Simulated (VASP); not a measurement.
A run of VASP 6.6.1:

The input INCAR:

```
SYSTEM = Sr
PREC = Accurate
ENCUT = 520
EDIFF = 1E-7
ISMEAR = 0
SIGMA = 0.1
LREAL = .FALSE.
LASPH = .TRUE.
NELM = 100
ALGO = Fast
ISIF = 2
LWAVE = .FALSE.
LCHARG = .FALSE.
GGA = PE
NBANDS = 28
```

KPOINTS

```
Automatic mesh
0
G
  12 12 4
  0 0 0
```

POSCAR

```
Sr
1.0
    4.4332299968      0.0000000000      0.0000000000
   -2.2166149984      3.8392897980      0.0000000000
    0.0000000000      0.0000000000     13.6412104529
Sr
4
Direct
    0.0000000000      0.0000000000      0.0000000000
    0.3333333333      0.6666666667      0.2500000000
    0.0000000000      0.0000000000      0.5000000000
    0.6666666667      0.3333333333      0.7500000000
```

Potentials or basis: VASP PAW PBE potentials, release 64 (Sr_sv).

Run with:

```console
$ cat potpaw_PBE.64/Sr_sv/POTCAR > POTCAR
$ mpirun -np 1 vasp_std > vasp.out
```

Hardware: 1 thread of Intel Xeon 8259CL, with other jobs on the host.

Task: How long does it take, and how much memory?

Result: Wall time 13 min on 1 thread of Intel Xeon 8259CL, with other jobs on the host, peak memory 0.54 GiB. Counts: scf iterations 23, k points 57.
